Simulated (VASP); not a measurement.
Input of a VASP 6.6.1 run:

The input INCAR:

```
ALGO = Normal
EDIFF = 1E-8
ENCUT = 520
GGA = PS
ISIF = 2
ISMEAR = -1
LASPH = True
LCHARG = False
LEFG = True
LREAL = False
LWAVE = False
NBANDS = 21
NELM = 80
PREC = Accurate
SIGMA = 0.05
```

Contents of KPOINTS:

```
k-points
0
Gamma
  12 12 7
```

The input POSCAR:

```
W
1.0
    2.8445100090      0.0000000000      0.0000000000
   -1.4222550045      2.4634179291      0.0000000000
    0.0000000000      0.0000000000      4.6081062146
W
2
Direct
    0.3333333333      0.6666666667      0.2500000000
    0.6666666667      0.3333333333      0.7500000000
```

Potentials or basis: VASP PAW PBE potentials, release 64 (W_sv).

Launch:

```bash
$ cat potpaw_PBE.64/W_sv/POTCAR > POTCAR
$ mpirun -np 1 vasp_std > vasp.out
```

(1) Predict the pressure.

(2) Estimate the band gap on the k mesh.

Results:

(1) -3.0 GPa.

(2) zero (band 14 reaches 11.40 eV, above the bottom of band 15 at 10.02 eV).

Caveat: without QUAD_EFG the Cq values of the log hold for a quadrupole moment of 1 mb, not for the nuclei; the PAW data sets were made with another functional, which shifts forces and pressure a little; spin-orbit coupling is left out, which moves the levels of the heavy elements.
